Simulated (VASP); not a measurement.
A run of VASP 6.6.1 is set up as follows.

File POSCAR:

```
C
1.0
    2.5157113486      0.0000000000      0.0000000000
   -1.2578556743      2.1786699365      0.0000000000
    0.0000000000      0.0000000000      4.1897136386
C
4
Direct
    0.3333333333      0.6666666667      0.0001745392
    0.6666666667      0.3333333333      0.5001745392
    0.3333333333      0.6666666667      0.3748254608
    0.6666666667      0.3333333333      0.8748254608
```

INCAR.step1

```
PREC = Accurate
ENCUT = 520
ISMEAR = 0
SIGMA = 0.01
LREAL = False
LASPH = True
NELM = 60
NBANDS = 16
GGA = PE
ALGO = Normal
EDIFF = 1E-4
LWAVE = True
LCHARG = False
```

File INCAR.step2:

```
PREC = Accurate
ENCUT = 520
EDIFF = 1E-7
ISMEAR = 0
SIGMA = 0.01
LREAL = False
LASPH = True
NELM = 60
ALGO = Normal
ISIF = 2
LWAVE = False
LCHARG = False
METAGGA = R2SCAN
LMIXTAU = True
NBANDS = 16
ISTART = 1
```

Contents of KPOINTS:

```
regular mesh
0
Gamma
  12 12 6
```

Potentials or basis: VASP PAW PBE potentials, release 64 (C).

Command:

```bash
$ cat potpaw_PBE.64/C/POTCAR > POTCAR
$ cp INCAR.step1 INCAR
$ mpirun -np 1 vasp_std > vasp.out
$ cp INCAR.step2 INCAR
$ mpirun -np 1 vasp_std > vasp.out
```

Task: Predict the band gap on the k mesh.

Result: 3.62 eV, indirect (least direct gap 5.18 eV).

Task: Predict the pressure.

Result: -5.5 GPa.

Task: What does it give for the largest force?

Result: 0.009 eV/Å.

Stress tensor (GPa, compression positive):
```
-5.46  0.00  0.00
 0.00 -5.46  0.00
 0.00  0.00 -5.61
```

Caveat: the cell differs from its parent crystal (strain +0.5%); the PAW data sets were made with another functional, which shifts forces and pressure a little. A k mesh can miss the band edges.
